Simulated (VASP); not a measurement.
# CaMg7O8 (P1) in VASP: single point with PBEsol

Aim: the single point of CaMg7O8 with PBEsol.

All numbers are computed with VASP 6.6.1; they aren't measurements. Logs are shortened: lines on timing, memory, paths and dates and some standing lists are left out, and cuts for length are marked.

**1. The cell of the first run**

The typed cell holds 64 atoms: a = 8.600 Å, b = 8.600 Å, c = 8.600 Å, α = 90.00°, β = 90.00°, γ = 90.00°.

**2. Single point, PBEsol**

INCAR

```
SYSTEM = CaMg7O8
  PREC = Accurate
  ENCUT = 520
  EDIFF = 1E-6
  ISMEAR = -1
  SIGMA = 0.05
  LREAL = Auto
  LASPH = .True.
  NELM = 80
  ALGO = Normal
  ISIF = 2
  LWAVE = .False.
  LCHARG = .False.
  GGA = PS
  NBANDS = 182
```

KPOINTS

```
Automatic mesh
0
Gamma
  1 1 1
  0.5 0.5 0.5
```

POSCAR

```
CaMg7O8
1.0
    8.5997577225      0.0000000000      0.0000000000
    0.0000000000      8.5997577225      0.0000000000
    0.0000000000      0.0000000000      8.5997577225
O Mg Ca
32 28 4
Direct
    0.2525820000      0.9998440000      0.9992760000
    0.2625150000      0.9997660000      0.5008970000
    0.2527780000      0.4999720000      0.9975690000
    0.2623520000      0.5000460000      0.5025230000
    0.7468000000      0.0000440000      0.9980310000
    0.7359250000      0.9999910000      0.5033140000
    0.7471500000      0.5002630000      0.9887070000
    0.7358720000      0.5002760000      0.5130650000
    0.9997030000      0.2497980000      0.0024230000
    0.9992300000      0.2498360000      0.4977050000
    0.9994350000      0.7496840000      0.0108250000
    0.9987380000      0.7496790000      0.4857840000
    0.4998700000      0.2499890000      0.0009500000
    0.4995900000      0.2499970000      0.4995030000
    0.4996430000      0.7500080000      0.0022360000
    0.4994200000      0.7499800000      0.4974000000
    0.0027830000      0.0019380000      0.2368510000
    0.0003570000      0.0117500000      0.7634840000
    0.0130540000      0.4969770000      0.2365480000
    0.0026500000      0.4875090000      0.7630500000
    0.4975510000      0.0007380000      0.2473400000
    0.4987890000      0.0024470000      0.7531390000
    0.4886760000      0.4992210000      0.2474330000
    0.4974210000      0.4975400000      0.7530860000
    0.2506780000      0.2474320000      0.2501080000
    0.2521450000      0.2491660000      0.7500980000
    0.2520720000      0.7523320000      0.2497390000
    0.2612620000      0.7506480000      0.7495510000
    0.7493240000      0.2380990000      0.2505800000
    0.7470940000      0.2478630000      0.7503670000
    0.7468360000      0.7623540000      0.2501110000
    0.7372370000      0.7528800000      0.7498670000
    0.0002420000      0.0029320000      0.0015160000
    0.0036160000      0.4966260000      0.9999020000
    0.4991210000      0.0005230000      0.0001620000
    0.4989920000      0.0005950000      0.5001080000
    0.4971430000      0.4995470000      0.9980170000
    0.4975810000      0.4994750000      0.5030850000
    0.2510700000      0.2494940000      0.0000660000
    0.2558270000      0.2495120000      0.5001030000
    0.2535420000      0.7502190000      0.0023840000
    0.2589480000      0.7501940000      0.4970320000
    0.7487620000      0.2470220000      0.9976650000
    0.7431990000      0.2464750000      0.5031980000
    0.7457120000      0.7532020000      0.0000310000
    0.7396780000      0.7537340000      0.5001180000
    0.2531570000      0.0003880000      0.2464670000
    0.2558990000      0.0028900000      0.7531950000
    0.2525000000      0.4993610000      0.2462640000
    0.2556600000      0.4965850000      0.7530000000
    0.7455250000      0.0003930000      0.2462000000
    0.7425240000      0.0028460000      0.7533350000
    0.7421400000      0.4964240000      0.7525580000
    0.0033860000      0.2466680000      0.2445590000
    0.0001400000      0.2495600000      0.7565020000
    0.0035690000      0.7538530000      0.2454200000
    0.4968610000      0.2471790000      0.2494030000
    0.4990170000      0.2495830000      0.7512590000
    0.4969130000      0.7531090000      0.2490580000
    0.4990370000      0.7504010000      0.7511020000
    0.9994140000      0.0012600000      0.4981160000
    0.0015810000      0.4983010000      0.4998880000
    0.7484490000      0.5000430000      0.2484380000
    0.9994270000      0.7497550000      0.7531570000
```

Potentials or basis: VASP PAW PBE potentials, release 64 (O, Mg, Ca_sv).

On the command line:

```bash
> cat potpaw_PBE.64/O/POTCAR potpaw_PBE.64/Mg/POTCAR potpaw_PBE.64/Ca_sv/POTCAR > POTCAR
> mpirun -np 1 vasp_std > vasp.out
```

OUTCAR:

```text
SYSTEM = CaMg7O8
   PREC = Accurate
   ENCUT = 520
   EDIFF = 1E-6
   ISMEAR = -1
   LREAL = Auto
   LASPH = .True.
   NELM = 80
   ISIF = 2
   GGA = PS

 ion  position               nearest neighbor table
   1  0.253  1.000  0.999-  48 2.12  35 2.12  47 2.13  41 2.15  39 2.15  33 2.17
   2  0.263  1.000  0.501-  36 2.03  42 2.15  40 2.15  48 2.17  47 2.19  61 2.26
   3  0.253  0.500  0.998-  37 2.10  50 2.10  49 2.14  34 2.14  41 2.15  39 2.15
   4  0.262  0.500  0.503-  38 2.02  42 2.15  50 2.16  40 2.16  49 2.21  62 2.24
   5  0.747  0.000  0.998-  52 2.10  45 2.12  43 2.12  35 2.13  51 2.13  33 2.18
   6  0.736  1.000  0.503-  36 2.04  46 2.12  44 2.12  52 2.15  51 2.21  61 2.27
[... 76 lines left out ...]
  58  0.499  0.250  0.751-  26 2.12  22 2.13  24 2.13  30 2.13  13 2.15  14 2.17  48 2.98  53 2.98
                            52 2.98  50 2.98  44 2.99  40 3.01  43 3.02  37 3.02  39 3.02  35 3.03
  59  0.497  0.753  0.249-  27 2.11  15 2.12  21 2.13  16 2.14  31 2.15  23 2.18  42 2.96  41 2.98
                            47 2.99  46 3.00  51 3.02  35 3.02  45 3.03  49 3.03  36 3.03  63 3.07
  60  0.499  0.750  0.751-  28 2.04  32 2.05  15 2.16  22 2.17  24 2.17  16 2.18  46 2.99  42 3.01
                            45 3.01  48 3.01  52 3.02  41 3.02  53 3.02  50 3.02  37 3.03  38 3.03
  61  0.999  0.001  0.498-  10 2.14  12 2.17  17 2.25   2 2.26   6 2.27  18 2.28  54 3.03  56 3.04
                            44 3.05  40 3.07  47 3.07  51 3.08  64 3.08  55 3.08  46 3.09  42 3.11
  62  0.002  0.498  0.500-  10 2.14  12 2.17   4 2.24  20 2.27  19 2.27   8 2.29  40 3.06  49 3.07
                            63 3.07  64 3.07  55 3.07  54 3.08  50 3.08  42 3.10  56 3.10  44 3.10
  63  0.748  0.500  0.248-   7 2.23  23 2.23  29 2.25  31 2.26  19 2.28   8 2.28  45 3.05  37 3.05
                            34 3.06  43 3.06  57 3.07  62 3.07  59 3.07  46 3.07  38 3.07  54 3.09
  64  0.999  0.750  0.753-  11 2.22  28 2.25  18 2.25  32 2.26  20 2.26  12 2.30  34 3.04  45 3.04
                            33 3.05  41 3.06  62 3.07  61 3.08  50 3.10  48 3.10  52 3.10  53 3.11

  LATTYP: Found a simple cubic cell.
 ALAT       =     8.5997577225

  Lattice vectors:

 A1 = (   8.5997577225,   0.0000000000,   0.0000000000)
 A2 = (   0.0000000000,   8.5997577225,   0.0000000000)
 A3 = (   0.0000000000,   0.0000000000,   8.5997577225)

Analysis of symmetry for initial positions (statically):
=====================================================================
 Subroutine PRICEL returns:
 Original cell was already a primitive cell.

 Routine SETGRP: Setting up the symmetry group for a
 simple cubic supercell.

 Subroutine GETGRP returns: Found  1 space group operations
 (whereof  1 operations were pure point group operations)
 out of a pool of 48 trial point group operations.

The static configuration has the point symmetry C_1 .

Analysis of symmetry for dynamics (positions and initial velocities):
=====================================================================
 Subroutine PRICEL returns:
 Original cell was already a primitive cell.

 Routine SETGRP: Setting up the symmetry group for a
 simple cubic supercell.

 Subroutine GETGRP returns: Found  1 space group operations
 (whereof  1 operations were pure point group operations)
 out of a pool of 48 trial point group operations.

The dynamic configuration has the point symmetry C_1 .

 Subroutine INISYM returns: Found  1 space group operations
 (whereof  1 operations are pure point group operations),
 and found     1 'primitive' translations

----------------------------------------------------------------------------------------

                                     Primitive cell

  volume of cell :     636.0022

  direct lattice vectors                    reciprocal lattice vectors
     8.599757722  0.000000000  0.000000000     0.116282346  0.000000000  0.000000000
     0.000000000  8.599757722  0.000000000     0.000000000  0.116282346  0.000000000
     0.000000000  0.000000000  8.599757722     0.000000000  0.000000000  0.116282346

  length of vectors
     8.599757722  8.599757722  8.599757722     0.116282346  0.116282346  0.116282346

  position of ions in fractional coordinates (direct lattice)
     0.252582000  0.999844000  0.999276000
     0.262515000  0.999766000  0.500897000
[... 142 lines left out ...]
     0.000000000  0.116282346  0.000000000     0.000000000  1.000000000  0.000000000
     0.000000000  0.000000000  0.116282346     0.000000000  0.000000000  1.000000000

  Length of vectors
     0.116282346  0.116282346  0.116282346

  Shift w.r.t. Gamma in fractional coordinates (k-lattice)
     0.500000000  0.500000000  0.500000000

 Subroutine IBZKPT returns following result:
 ===========================================

 Found      1 irreducible k-points:

 Following reciprocal coordinates:
            Coordinates               Weight
  0.500000  0.500000  0.500000      1.000000
   k-points           NKPTS =      1   k-points in BZ     NKDIM =      1   number of bands    NBANDS=    182
   number of dos      NEDOS =    301   number of ions     NIONS =     64
   total plane-waves  NPLWV = 262144
   dimension x,y,z NGX =    64 NGY =   64 NGZ =   64
   dimension x,y,z NGXF=   128 NGYF=  128 NGZF=  128
   ions per type =              32  28   4
   NGX,Y,Z   is equivalent  to a cutoff of  12.37, 12.37, 12.37 a.u.
   NGXF,Y,Z  is equivalent  to a cutoff of  24.74, 24.74, 24.74 a.u.
 SYSTEM =  CaMg7O8
   PREC   = accura    normal or accurate (medium, high low for compatibility)
   ISTART =      0    job   : 0-new  1-cont  2-samecut
   ICHARG =      2    charge: 1-file 2-atom 10-const
   ISPIN  =      1    spin polarized calculation?
   LNONCOLLINEAR =      F non collinear calculations
   LSORBIT =      F    spin-orbit coupling
   LASPH  =      T    aspherical Exc in radial PAW
   ENCUT  =  520.0 eV  38.22 Ry    6.18 a.u.  15.99 15.99 15.99*2*pi/ulx,y,z
   NELM   =     80;   NELMIN=  2; NELMDL= -5     # of ELM steps
   EDIFF  = 0.1E-05   stopping-criterion for ELM
   LREAL  =      T    real-space projection
   EDIFFG = 0.1E-04   stopping-criterion for IOM
   NSW    =      0    number of steps for IOM
   IBRION =     -1    ionic relax: 0-MD 1-quasi-New 2-CG
   NFREE  =      0    steps in history (QN), initial steepest desc. (CG)
   ISIF   =      2    stress and relaxation
   ISYM   =      2    0-nonsym 1-usesym 2-fastsym
   POTIM  = 0.5000    time-step for ionic-motion
   TEBEG  =    0.0;   TEEND  =   0.0 temperature during run
   PSTRESS=    0.0 pullay stress
   NELECT =     288.0000    total number of electrons
   NUPDOWN=      -1.0000    fix difference up-down
   EMIN   =  10.00;   EMAX   =-10.00  energy-range for DOS
   EFERMI =   0.00;   METHOD = LEGACY
   ISMEAR =    -1;   SIGMA  =   0.05  broadening in eV -4-tet -1-fermi 0-gaus
   EFERMI_NEDOS =   21; number of points for ismear=-14 and -15
   IALGO  =     38    algorithm
   IMIX   =      4    mixing-type and parameters
     AMIX     =   0.40;   BMIX     =  1.00
     AMIX_MAG =   1.60;   BMIX_MAG =  1.00
  volume/ion in A,a.u.               =       9.94        67.06
  Fermi-wavevector in a.u.,A,eV,Ry     =   1.257147  2.375664 21.502905  1.580419
  Thomas-Fermi vector in A             =   2.390820
   LORBIT       =      0    0 simple, 1 ext, 2 COOP (PROOUT), +10 PAW based schemes
   GGA     = PS    functional components
   LHFCALC =     F    Hartree Fock is set to
   AEXX    =    0.0000 exact exchange contribution
   IVDW    =     0    specifies the selected vdW correction
   LEPSILON=     F    determine dielectric tensor
   LRPA    =     F    only Hartree local field effects (RPA)
 non-spin polarized calculation
  energy-cutoff  :      520.00
  volume of cell :      636.00
 maximum number of plane-waves:     17256
 NGX is ok and might be reduce to    64
   NGX = 31   NGY = 31   NGZ = 31

 number of electron     287.9999946 magnetization

 Free energy of the ion-electron system (eV)
  ---------------------------------------------------
  ext. energy  EPLUGINS =         0.00000000
  ---------------------------------------------------
  free energy    TOTEN  =      -400.84628407 eV

  energy without entropy =     -400.84628407  energy(sigma->0) =     -400.84628407

 E-fermi :   3.8759     XC(G=0): -11.2035

 val. band max:        2.5649967340   @ k =   0.5000   0.5000   0.5000
 cond. band min:       9.2501516198   @ k =   0.5000   0.5000   0.5000
 fundamental gap:      6.6851548857
 Fermi energy:         3.8759333287

 k-point     1 :       0.5000    0.5000    0.5000
  band No.  band energies     occupation
      1     -33.6746      2.00000
      2     -33.6464      2.00000
      3     -33.2889      2.00000
      4     -33.2600      2.00000
      5     -15.7341      2.00000
      6     -15.6957      2.00000
[... 148 lines left out ...]
    155       9.6832      0.00000
    156       9.7904      0.00000
 [bands above 156 left out]

------------------------ aborting loop because EDIFF is reached ----------------------------------------

  FORCE on cell =-STRESS in cart. coord.  units (eV):
  Direction    XX          YY          ZZ          XY          YZ          ZX
  --------------------------------------------------------------------------------------
  -------------------------------------------------------------------------------------
  Total       -1.7227742      1.1990790     -2.5428802     -0.2936896      0.0214767     -0.5644748
  in kB       -4.3399057      3.0206454     -6.4058658     -0.7398447      0.0541029     -1.4219899
  external PRESSURE =      -2.5750420 kB  Pullay stress =       0.0000000 kB

 VOLUME and BASIS-vectors are now :
 -----------------------------------------------------------------------------
  energy-cutoff  :      520.00
  volume of cell :      636.00
      direct lattice vectors                 reciprocal lattice vectors
     8.599757722  0.000000000  0.000000000     0.116282346  0.000000000  0.000000000
     0.000000000  8.599757722  0.000000000     0.000000000  0.116282346  0.000000000
     0.000000000  0.000000000  8.599757722     0.000000000  0.000000000  0.116282346

 POSITION                                       TOTAL-FORCE (eV/Angst)
 -----------------------------------------------------------------------------------
      2.17214      8.59842      8.59353        -0.006017     -0.000528      0.001254
      2.25757      8.59775      4.30759         0.045303     -0.000406     -0.000722
      2.17383      4.29964      8.57885        -0.003302      0.000919      0.001041
      2.25616      4.30027      4.32158         0.044413      0.000673     -0.001131
      6.42230      0.00038      8.58282         0.003143     -0.001359      0.003695
      6.32878      8.59968      4.32838        -0.044768     -0.001060     -0.000758
[... 56 lines left out ...]
      6.43648      4.30025      2.13651         0.007172      0.001622      0.006632
      8.59483      6.44771      6.47697        -0.001454     -0.000934     -0.012998
 -----------------------------------------------------------------------------------
    total drift:                               -0.012228      0.014107      0.009454

  FREE ENERGIE OF THE ION-ELECTRON SYSTEM (eV)
  ---------------------------------------------------
  free  energy   TOTEN  =      -400.8462840704 eV

  energy  without entropy=     -400.8462840703  energy(sigma->0) =     -400.84628407
```

It took 7.4 min on 1 thread of AMD EPYC 7R13, shared host; peak memory 0.57 GiB.

Results:

- Free energy: -400.8463 eV
- Pressure: -0.3 GPa
- Largest force: 0.069 eV/Å
- Band gap on the k mesh: 6.69 eV

Forces in eV/Å, atoms in the order of the input:
```
O   -0.006 -0.001  0.001
O    0.045  0.000 -0.001
O   -0.003  0.001  0.001
O    0.044  0.001 -0.001
O    0.003 -0.001  0.004
O   -0.045 -0.001 -0.001
O    0.001  0.002 -0.051
O   -0.046 -0.001  0.051
O    0.001  0.002 -0.004
O    0.001  0.002  0.003
O   -0.002 -0.002  0.054
O    0.003  0.001 -0.055
O    0.002  0.002 -0.005
O    0.005  0.002  0.003
O    0.003 -0.002 -0.003
O    0.003 -0.002  0.004
O   -0.001  0.000 -0.046
O    0.000  0.050  0.047
O    0.046  0.001 -0.044
O    0.001 -0.051  0.045
O    0.002  0.000  0.003
O    0.000 -0.001 -0.003
O   -0.049 -0.001  0.000
O    0.000  0.000 -0.003
O   -0.005  0.005  0.002
O   -0.007  0.003 -0.004
O   -0.007 -0.005  0.002
O    0.047 -0.002 -0.002
O    0.003 -0.049  0.003
O    0.006  0.004 -0.004
O    0.004  0.047  0.001
O   -0.044  0.000 -0.002
Mg   0.001  0.006  0.004
Mg   0.005 -0.005  0.000
Mg  -0.004  0.002  0.001
Mg  -0.004  0.001  0.001
Mg  -0.005  0.000 -0.005
Mg  -0.003  0.000  0.005
Mg   0.003 -0.002  0.000
Mg   0.009  0.000  0.000
Mg   0.006 -0.001  0.004
Mg   0.008  0.000 -0.003
Mg   0.001 -0.005 -0.005
Mg  -0.007 -0.003  0.003
Mg  -0.004  0.005  0.000
Mg  -0.007  0.002  0.000
Mg   0.005  0.000 -0.004
Mg   0.006  0.003  0.003
Mg   0.002  0.000 -0.005
Mg   0.006 -0.004  0.003
Mg  -0.003 -0.001 -0.003
Mg  -0.006  0.003  0.002
Mg  -0.006 -0.003  0.001
Mg   0.003 -0.002 -0.007
Mg   0.000  0.001  0.008
Mg   0.004  0.002 -0.003
Mg  -0.004 -0.006  0.000
Mg  -0.003 -0.001  0.003
Mg  -0.004  0.005  0.000
Mg  -0.003  0.001  0.003
Ca  -0.001 -0.007  0.004
Ca  -0.005  0.007  0.000
Ca   0.007  0.002  0.007
Ca  -0.001 -0.001 -0.013
```

Caveat: the k points lie up to 0.73 Å⁻¹ apart; the PAW data sets were made with another functional, which shifts forces and pressure a little. PBEsol gaps usually lie below the measured ones, often by a third to a half.
